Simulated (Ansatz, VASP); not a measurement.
Si: VASP beside Ansatz

```
CELL_PARAMETERS angstrom
0.00000 2.77976 2.77976
2.77976 0.00000 2.77976
2.77976 2.77976 0.00000
ATOMIC_POSITIONS crystal
Si 0.00000 0.00000 0.00000
Si 0.25000 0.25000 0.25000
```

Change from the starting cell: volume scaled by 1.05, crystal datasets.

Alike in both runs: task electric field gradients; functional PBE; k mesh 13 × 13 × 13; occupations fermi-dirac, width 0.05 eV; no spin polarisation.

|  | VASP | Ansatz |
| --- | --- | --- |
| version | VASP 6.6.1 | Ansatz 0.2.0 |
| potentials or method | VASP PAW PBE potentials, release 64 (Si), cutoff 520 eV | all-electron PAW with datasets made for the crystal, scalar-relativistic |

|  | VASP | Ansatz | Ansatz less VASP |
| --- | --- | --- | --- |
| pressure (GPa) | -3.9 | -3.9 | +0.05 |

Ansatz ran all-electron here, and VASP with PAW potentials.
